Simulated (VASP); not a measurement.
# Al7GaO12 (P1) in VASP: a series of runs

Al7GaO12 is run at these levels: PBEsol; tasks: single point.

Program: VASP 6.6.1. These are calculated values, not measurements. Logs are shortened: lines on timing, memory, paths and dates and some standing lists are left out, and cuts for length are marked.

**1. The cell of the first run**

The typed cell holds 120 atoms: a = 11.868 Å, b = 8.804 Å, c = 11.312 Å, α = 90.00°, β = 104.02°, γ = 90.00°.

**2. Single point, PBEsol**

The input, INCAR:

```
ALGO = Normal
EDIFF = 1E-6
ENCUT = 700
GGA = PS
GGA_COMPAT = F
ISIF = 2
ISMEAR = -1
ISYM = -1
KPAR = 1
LASPH = T
LCHARG = F
LREAL = Auto
LWAVE = F
NBANDS = 384
NELM = 120
PREC = Accurate
SIGMA = 0.05
```

The input, KPOINTS:

```
explicit points
1
Reciprocal
  0.25000000   0.25000000   0.25000000 1
```

The input, POSCAR:

```
Al7GaO12
1.0
   11.8683120000      0.0000000000     -0.0262040000
    0.0000000000      8.8035790000      0.0000000000
   -2.7170840000      0.0000000000     10.9810680000
Al Ga O
42 6 72
Direct
    0.4099890000      0.1717890000      0.1043800000
    0.4096150000      0.1649990000      0.6016720000
    0.4088880000      0.4966040000      0.0991230000
    0.4090750000      0.4987170000      0.6045480000
    0.4053480000      0.8330220000      0.0995150000
    0.4080360000      0.8348090000      0.6016830000
[... 112 lines left out ...]
    0.9983020000      0.8358020000      0.1295080000
    0.9949050000      0.8330680000      0.6303620000
```

Potentials or basis: VASP PAW PBE potentials, release 64 (Al, Ga_d, O).

Launch:

```bash
cat potpaw_PBE.64/Al/POTCAR potpaw_PBE.64/Ga_d/POTCAR potpaw_PBE.64/O/POTCAR > POTCAR
mpirun -np 4 vasp_std > vasp.out
```

OUTCAR:

```text
EDIFF = 1E-6
   ENCUT = 700
   GGA = PS
   ISIF = 2
   ISMEAR = -1
   ISYM = -1
   LASPH = T
   LREAL = Auto
   NELM = 120
   PREC = Accurate

 ion  position               nearest neighbor table
   1  0.410  0.172  0.104-  93 1.71  55 1.80  50 1.81  91 1.81   3 2.86   5 2.98   7 3.16  30 3.22
                            23 3.23  29 3.30  28 3.34
   2  0.410  0.165  0.602-  94 1.76  92 1.77  56 1.79  49 1.81   6 2.91   4 2.94  28 3.20   8 3.20
                            25 3.21  24 3.21  29 3.22
   3  0.409  0.497  0.099-  52 1.74  93 1.77  95 1.82  57 1.87   1 2.86   5 2.96  30 3.18  32 3.19
                            26 3.23
   4  0.409  0.499  0.605-  94 1.76  58 1.77  51 1.77  96 1.78   2 2.94   6 2.96  25 3.19  27 3.22
                            31 3.23  29 3.25  32 3.31  30 3.32
   5  0.405  0.833  0.100-  54 1.71  91 1.78  59 1.80  95 1.81   3 2.96   1 2.98   9 3.16  32 3.20
                            23 3.24  26 3.24  31 3.36
   6  0.408  0.835  0.602-  92 1.72  53 1.76  96 1.80  60 1.83   2 2.91   4 2.96  10 3.17  31 3.21
                            28 3.22  24 3.23  27 3.28  32 3.35
   7  0.161  0.166  0.160-  67 1.86  69 1.89 115 1.89  55 1.90  81 2.01  79 2.02  28 2.93  43 2.95
                            29 2.95   9 2.95   1 3.16  12 3.22  14 3.23  17 3.23  19 3.23  11 3.35
   8  0.158  0.169  0.659- 116 1.86  70 1.87  68 1.88  56 1.96  82 1.99  80 2.01  44 2.91  10 2.97
                            30 2.97  46 3.03  20 3.16  13 3.19   2 3.20  18 3.22  11 3.24  12 3.35
   9  0.158  0.830  0.159- 119 1.85  71 1.86  67 1.93  83 1.94  59 1.96  79 2.01  43 2.90   7 2.95
                            31 3.00  28 3.00   5 3.16  16 3.23  12 3.24  21 3.24  17 3.26  15 3.33
  10  0.159  0.832  0.657-  72 1.86 120 1.89  68 1.91  60 1.96  84 1.97  80 2.03  44 2.93   8 2.97
                            46 3.01  32 3.01   6 3.17  15 3.18  11 3.20  22 3.21  18 3.22
  11  0.091  0.998  0.398-  61 1.77  68 1.77  65 1.78  79 1.80  15 2.92  13 2.94  28 3.17  10 3.20
                             8 3.24  39 3.26   9 3.34   7 3.35
  12  0.091  0.001  0.898-  66 1.78  67 1.79  62 1.80  80 1.81  14 2.95  16 2.97  42 3.18   7 3.22
                             9 3.24   8 3.35
  13  0.090  0.333  0.400-  61 1.73  70 1.73  63 1.78  81 1.83  15 2.94  11 2.94   8 3.19  29 3.19
                            39 3.19  40 3.22
  14  0.090  0.337  0.900-  64 1.73  69 1.75  62 1.77  82 1.80  16 2.88  12 2.95  30 3.18  41 3.20
                             7 3.23   8 3.36
  15  0.093  0.666  0.400-  72 1.74  65 1.76  63 1.78  83 1.85  11 2.92  13 2.94  10 3.18  31 3.18
                            40 3.25   9 3.33
  16  0.088  0.664  0.897-  64 1.75  71 1.78  66 1.78  84 1.87  14 2.88  12 2.97  41 3.15  42 3.18
                            32 3.23   9 3.23
  17  0.909  0.005  0.103-  74 1.76 115 1.76 119 1.81  85 1.81  19 2.87  21 2.98  23 3.20  42 3.21
                             7 3.23   9 3.26  39 3.36
  18  0.910  1.000  0.603- 116 1.74 120 1.76  73 1.79  86 1.83  22 2.90  20 2.92  24 3.19   8 3.22
                            10 3.22  39 3.24  42 3.34
  19  0.911  0.331  0.104- 115 1.74 117 1.75  87 1.78  76 1.82  17 2.87  21 2.95  41 3.23   7 3.23
                            39 3.31  40 3.32
  20  0.913  0.332  0.601-  75 1.77 116 1.78 118 1.80  88 1.88  18 2.92  22 2.98   8 3.16  39 3.17
                            40 3.23  25 3.27
  21  0.906  0.666  0.101-  78 1.71 117 1.79  89 1.80 119 1.83  19 2.95  17 2.98  41 3.16  26 3.18
                            42 3.19   9 3.24  40 3.33
[... 95 lines left out ...]
  90  0.823  0.667  0.718-  22 1.85  27 1.89  41 2.00  42 2.03
  91  0.494  0.998  0.131-   5 1.78   1 1.81  23 1.88
  92  0.493  0.996  0.628-   6 1.72   2 1.77  24 1.92
  93  0.495  0.330  0.130-   1 1.71   3 1.77  45 1.89
  94  0.493  0.333  0.629-   4 1.76   2 1.76  25 1.88
  95  0.498  0.667  0.128-   5 1.81   3 1.82  26 1.83
  96  0.496  0.667  0.629-   4 1.78   6 1.80  27 1.89
[... 10 lines left out ...]
 107  0.662  0.833  0.053-  38 1.74  26 1.88  23 1.89
 108  0.663  0.832  0.556-  37 1.76  24 1.88  27 1.93
 109  0.674  0.167  0.282-  33 1.83  39 1.93  45 1.98  23 2.02
 110  0.673  0.172  0.784-  34 1.80  47 1.97  25 2.00  24 2.07
 111  0.674  0.500  0.280-  35 1.85  40 1.93  45 1.99  26 2.00
 112  0.673  0.496  0.781-  36 1.86  25 1.95  27 1.96  41 1.98
 113  0.674  0.833  0.283-  37 1.83  48 1.91  26 2.01  23 2.01
 114  0.672  0.834  0.781-  38 1.83  42 2.00  24 2.01  27 2.02
 115  0.998  0.169  0.128-  19 1.74  17 1.76   7 1.89
 116  0.996  0.162  0.627-  18 1.74  20 1.78   8 1.86
 117  0.994  0.498  0.127-  19 1.75  21 1.79  43 1.91
 118  0.998  0.503  0.630-  22 1.79  20 1.80  44 1.84
 119  0.998  0.836  0.130-  17 1.81  21 1.83   9 1.85
 120  0.995  0.833  0.630-  22 1.74  18 1.76  10 1.89

IMPORTANT INFORMATION: All symmetrisations will be switched off!
NOSYMM: (Re-)initialisation of all symmetry stuff for point group C_1.

----------------------------------------------------------------------------------------

                                     Primitive cell

  volume of cell :    1146.7150

  direct lattice vectors                    reciprocal lattice vectors
    11.868312000  0.000000000 -0.026204000     0.084304036  0.000000000  0.020859642
     0.000000000  8.803579000  0.000000000     0.000000000  0.113590166  0.000000000
    -2.717084000  0.000000000 10.981068000     0.000201174  0.000000000  0.091115601

  length of vectors
    11.868340928  8.803579000 11.312223472     0.086846389  0.113590166  0.091115823

  position of ions in fractional coordinates (direct lattice)
     0.409989000  0.171789000  0.104380000
     0.409615000  0.164999000  0.601672000
     0.408888000  0.496604000  0.099123000
     0.409075000  0.498717000  0.604548000
     0.405348000  0.833022000  0.099515000
     0.408036000  0.834809000  0.601683000
[... 112 lines left out ...]
     0.998302000  0.835802000  0.129508000
     0.994905000  0.833068000  0.630362000

  ion indices of the primitive-cell ions
   primitive index   ion index
                 1           1
                 2           2
                 3           3
                 4           4
                 5           5
                 6           6
[... 99 lines left out ...]
               106         106
               107         107
   k-points           NKPTS =      1   k-points in BZ     NKDIM =      1   number of bands    NBANDS=    384
   number of dos      NEDOS =    301   number of ions     NIONS =    120
   total plane-waves  NPLWV = 846720
   dimension x,y,z NGX =   108 NGY =   80 NGZ =   98
   dimension x,y,z NGXF=   216 NGYF=  160 NGZF=  196
   ions per type =              42   6  72
   NGX,Y,Z   is equivalent  to a cutoff of  15.13, 15.11, 14.40 a.u.
   NGXF,Y,Z  is equivalent  to a cutoff of  30.26, 30.21, 28.80 a.u.
 SYSTEM =  unknown system
   PREC   = accura    normal or accurate (medium, high low for compatibility)
   ISTART =      0    job   : 0-new  1-cont  2-samecut
   ICHARG =      2    charge: 1-file 2-atom 10-const
   ISPIN  =      1    spin polarized calculation?
   LNONCOLLINEAR =      F non collinear calculations
   LSORBIT =      F    spin-orbit coupling
   LASPH  =      T    aspherical Exc in radial PAW
   ENCUT  =  700.0 eV  51.45 Ry    7.17 a.u.  25.60 18.99 24.40*2*pi/ulx,y,z
   NELM   =    120;   NELMIN=  2; NELMDL= -5     # of ELM steps
   EDIFF  = 0.1E-05   stopping-criterion for ELM
   LREAL  =      T    real-space projection
   EDIFFG = 0.1E-04   stopping-criterion for IOM
   NSW    =      0    number of steps for IOM
   IBRION =     -1    ionic relax: 0-MD 1-quasi-New 2-CG
   NFREE  =      0    steps in history (QN), initial steepest desc. (CG)
   ISIF   =      2    stress and relaxation
   ISYM   =     -1    0-nonsym 1-usesym 2-fastsym
   POTIM  = 0.5000    time-step for ionic-motion
   TEBEG  =    0.0;   TEEND  =   0.0 temperature during run
   PSTRESS=    0.0 pullay stress
   NELECT =     636.0000    total number of electrons
   NUPDOWN=      -1.0000    fix difference up-down
   EMIN   =  10.00;   EMAX   =-10.00  energy-range for DOS
   EFERMI =   0.00;   METHOD = LEGACY
   ISMEAR =    -1;   SIGMA  =   0.05  broadening in eV -4-tet -1-fermi 0-gaus
   EFERMI_NEDOS =   21; number of points for ismear=-14 and -15
   IALGO  =     38    algorithm
   IMIX   =      4    mixing-type and parameters
     AMIX     =   0.40;   BMIX     =  1.00
     AMIX_MAG =   1.60;   BMIX_MAG =  1.00
  volume/ion in A,a.u.               =       9.56        64.49
  Fermi-wavevector in a.u.,A,eV,Ry     =   1.345061  2.541797 24.615519  1.809190
  Thomas-Fermi vector in A             =   2.473005
   LORBIT       =      0    0 simple, 1 ext, 2 COOP (PROOUT), +10 PAW based schemes
   GGA     = PS    functional components
   LHFCALC =     F    Hartree Fock is set to
   AEXX    =    0.0000 exact exchange contribution
   IVDW    =     0    specifies the selected vdW correction
   LEPSILON=     F    determine dielectric tensor
   LRPA    =     F    only Hartree local field effects (RPA)
 non-spin polarized calculation
  energy-cutoff  :      700.00
  volume of cell :     1146.71
 maximum number of plane-waves:     48231
 NGX is ok and might be reduce to   108
   NGX = 51   NGY = 37   NGZ = 49

 number of electron     635.9999982 magnetization

 Free energy of the ion-electron system (eV)
  ---------------------------------------------------
  ext. energy  EPLUGINS =         0.00000000
  ---------------------------------------------------
  free energy    TOTEN  =      -914.59940466 eV

  energy without entropy =     -914.59940466  energy(sigma->0) =     -914.59940466

 E-fermi :   6.2869     XC(G=0): -11.4175

 val. band max:        5.0842143969   @ k =   0.2500   0.2500   0.2500
 cond. band min:      10.0066516513   @ k =   0.2500   0.2500   0.2500
 fundamental gap:      4.9224372544
 Fermi energy:         6.2868556995

 k-point     1 :       0.2500    0.2500    0.2500
  band No.  band energies     occupation
      1     -13.9454      2.00000
      2     -13.8293      2.00000
      3     -13.7167      2.00000
      4     -13.5323      2.00000
      5     -13.4700      2.00000
      6     -13.3830      2.00000
[... 322 lines left out ...]
    329      12.0230      0.00000
    330      12.0735      0.00000
 [bands above 330 left out]

------------------------ aborting loop because EDIFF is reached ----------------------------------------

  FORCE on cell =-STRESS in cart. coord.  units (eV):
  Direction    XX          YY          ZZ          XY          YZ          ZX
  --------------------------------------------------------------------------------------
  -------------------------------------------------------------------------------------
  Total        8.9765056     10.7030835      5.3864253      2.0936683      1.0839595      5.2466027
  in kB       12.5418734     14.9542287      7.5258533      2.9252499      1.5144960      7.3304946
  external PRESSURE =      11.6739851 kB  Pullay stress =       0.0000000 kB

 VOLUME and BASIS-vectors are now :
 -----------------------------------------------------------------------------
  energy-cutoff  :      700.00
  volume of cell :     1146.71
      direct lattice vectors                 reciprocal lattice vectors
    11.868312000  0.000000000 -0.026204000     0.084304036  0.000000000  0.020859642
     0.000000000  8.803579000  0.000000000     0.000000000  0.113590166  0.000000000
    -2.717084000  0.000000000 10.981068000     0.000201174  0.000000000  0.091115601

 POSITION                                       TOTAL-FORCE (eV/Angst)
 -----------------------------------------------------------------------------------
      4.58227      1.51236      1.13546        -0.313477     -2.192988     -1.050217
      3.22665      1.45258      6.59627        -0.072361      0.011845     -0.439429
      4.58348      4.37189      1.07776         0.262598      1.039311      1.270107
      3.21242      4.39049      6.62786         0.574274      0.452445     -0.626427
      4.54041      7.33357      1.08216         0.708790     -0.068083      1.260188
      3.20788      7.34931      6.59643         0.042132     -1.167572      0.113197
[... 112 lines left out ...]
     11.49628      7.35805      1.39598        -1.103172     -0.220370     -0.356097
     10.09510      7.33398      6.89598         0.316350      0.272590     -0.013552
 -----------------------------------------------------------------------------------
    total drift:                               -0.007432      0.011848      0.021879

  FREE ENERGIE OF THE ION-ELECTRON SYSTEM (eV)
  ---------------------------------------------------
  free  energy   TOTEN  =      -914.5994046558 eV

  energy  without entropy=     -914.5994046557  energy(sigma->0) =     -914.59940466
```

It took 10 min on 4 MPI ranks of Intel Xeon Platinum 8259CL at 2.50GHz (Skylake/Cascade Lake), shared host; peak memory 0.63 GiB.

What came out:

```yaml
Free_energy: -914.5994 eV
Pressure: 1.2 GPa
Largest_force: 2.580 eV/Å
Band_gap_on_the_k_mesh: 4.92 eV
```

Forces in eV/Å, atoms in the order of the input:
```
Al  -0.313 -2.193 -1.050
Al  -0.072  0.012 -0.439
Al   0.263  1.039  1.270
Al   0.574  0.452 -0.626
Al   0.709 -0.068  1.260
Al   0.042 -1.168  0.113
Al  -0.669  0.035 -0.163
Al   0.189 -0.675  0.178
Al   0.074  0.657  0.019
Al  -0.182  0.660  0.392
Al  -0.220  0.023  0.105
Al   0.195  0.317  0.057
Al   0.326  0.531 -0.831
Al  -0.020 -1.136 -0.143
Al  -0.252 -0.089 -0.953
Al   0.673  0.879 -0.144
Al   0.426 -0.928  0.383
Al  -0.447 -0.307 -0.500
Al  -0.032  0.508 -1.337
Al  -0.854  0.364  0.732
Al   1.044  0.383  1.350
Al  -0.522 -0.680  0.021
Al   0.009 -0.162  0.186
Al  -0.235 -0.283  0.226
Al   0.525 -0.222  0.230
Al   0.265  0.017  0.298
Al  -0.323  0.793 -0.440
Al   0.310 -1.095  0.037
Al   0.101  0.612  0.462
Al   0.494 -0.491 -0.126
Al   0.140  0.194 -0.015
Al  -0.226  0.726  0.081
Al   0.637 -0.290  0.834
Al  -0.265 -0.684 -0.698
Al   0.526  0.616  0.029
Al   0.653  0.337 -0.424
Al   0.284  0.310 -0.076
Al   0.236 -0.788 -0.736
Al   0.365 -1.146  0.124
Al   0.174  0.701  0.389
Al  -0.569 -0.917 -0.595
Al  -0.822 -0.321 -0.371
Ga  -0.758 -0.151  0.198
Ga   0.460  0.022  0.124
Ga  -0.088  0.091 -0.549
Ga  -1.330  0.311  0.158
Ga  -0.614  1.019 -0.102
Ga   0.610  0.420  0.624
O    0.438  0.223  0.892
O    0.026  1.340  1.308
O   -0.043 -0.213 -0.253
O   -0.137 -0.280 -0.458
O   -0.287  0.319  0.103
O   -0.286 -1.285 -0.565
O    0.358  0.045  0.228
O   -0.308  0.677 -0.423
O    1.842 -0.044 -0.365
O    0.477  0.166  1.171
O   -0.183  0.091 -0.324
O    0.286 -0.953 -1.456
O   -0.892 -0.469 -0.429
O    1.982 -0.636  0.399
O    0.407 -0.226  0.067
O    0.005  0.793 -0.142
O    1.362  0.454  0.305
O    0.254 -0.154  0.210
O   -0.221 -0.417 -0.317
O    0.073 -0.637 -0.121
O    0.495 -0.728 -0.497
O    0.255 -0.634  0.282
O    0.449  0.739 -1.214
O    0.433  1.016 -0.498
O    0.052  0.836  0.971
O   -0.136 -0.948  0.499
O    0.327  0.225 -0.047
O   -0.068  1.082  1.932
O   -0.437 -1.650  0.854
O   -0.129  0.205 -1.179
O    0.099  0.264 -0.121
O   -0.619  0.079 -0.179
O   -0.401 -0.514  0.521
O    0.151 -0.264  0.322
O   -0.562  0.125  1.325
O   -0.967 -0.084  1.203
O    0.182  1.224 -1.103
O    0.298 -0.664 -1.067
O    0.840 -0.177  0.953
O    1.165  0.430 -1.339
O   -0.186 -0.605 -1.101
O    1.148  0.026  0.046
O   -0.070  0.690 -0.203
O    0.590  1.088  0.086
O   -0.736  1.039 -0.151
O    0.278 -0.133 -0.182
O   -1.206 -0.473 -0.312
O   -0.449 -0.107  0.023
O    0.150  0.520  0.121
O    2.229  1.233  0.407
O   -0.512 -0.457 -0.461
O   -0.833  0.079  0.198
O   -0.275 -0.663 -0.153
O    0.588 -0.104  0.143
O    0.135 -0.510  0.145
O   -0.441 -0.296 -0.694
O   -0.004  0.589 -1.136
O   -0.322 -0.201 -0.154
O    0.051 -0.029  0.442
O   -0.067  0.161 -0.017
O   -0.495 -0.545  0.687
O   -0.896 -0.679 -0.626
O   -0.532  0.479  1.245
O   -0.686  0.653  0.858
O   -1.455  0.001 -0.428
O   -0.070 -0.038  0.689
O   -0.053 -0.407  0.208
O   -0.166  0.902  0.130
O   -0.900  0.402 -0.050
O   -2.099 -0.263 -0.402
O   -1.103 -0.220 -0.356
O    0.316  0.273 -0.014
```

Caveat: the PAW data sets were made with another functional, which shifts forces and pressure a little; a shifted mesh leaves out Γ, where band edges can lie.

(Continued in part 2 of 2.)
